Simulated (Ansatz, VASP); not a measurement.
# One calculation of Sn, two programs

```xyz
2
Lattice="0.0000 3.3430 3.2456 3.3430 0.0000 3.2456 3.3430 3.3430 0.0000" Properties=species:S:1:pos:R:3 pbc="T T T"
Sn    3.3430    3.3430    3.2456
Sn    5.0145    5.0145    4.8684
```

Change from the starting cell: equal xx and yy strain of +3 %.

Alike in both runs: task single point; functional PBE; k mesh 9 × 9 × 9; occupations fermi-dirac, width 0.03 eV; no spin polarisation.

|  | VASP | Ansatz |
| --- | --- | --- |
| version | VASP 6.6.1 | Ansatz 0.2.0 |
| potentials or method | VASP PAW PBE potentials, release 64 (Sn_d), cutoff 520 eV | all-electron LAPW, scalar-relativistic |

|  | VASP | Ansatz | Ansatz less VASP |
| --- | --- | --- | --- |
| pressure (GPa) | 0.6 | 0.6 | +0.05 |
| traceless stress, the component that is largest in VASP (GPa) | 0.51 | 0.51 | 0.000 |

Ansatz ran all-electron here, and VASP with PAW potentials.
